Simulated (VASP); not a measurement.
Here is a VASP 6.6.1 calculation.

INCAR

```
ALGO = Normal ; EDIFF = 1E-6
ENCUT = 500 ; GGA = CA
GGA_COMPAT = F ; ISIF = 2
ISMEAR = -1 ; LASPH = T
LCHARG = F ; LREAL = F
LWAVE = F ; NBANDS = 9
NELM = 120 ; PREC = Accurate
SIGMA = 0.08
```

The input KPOINTS:

```
k-points
0
Gamma
  15 15 15
```

POSCAR

```
Se
1.0
   -1.6810373378      1.6810373378      1.6810373378
    1.6810373378     -1.6810373378      1.6810373378
    1.6810373378      1.6810373378     -1.6810373378
Se
1
Direct
    0.0000000000      0.0000000000      0.0000000000
```

Potentials or basis: VASP PAW LDA potentials, release 64 (Se).

The run is started by

```console
$ cat potpaw_LDA.64/Se/POTCAR > POTCAR
$ mpirun -np 1 vasp_std > vasp.out
```

Q: What does it give for the band gap on the k mesh?

A: Zero (bands 3 and 4 overlap by 6.72 eV).

Q: Estimate the pressure.

A: 0.1 GPa.
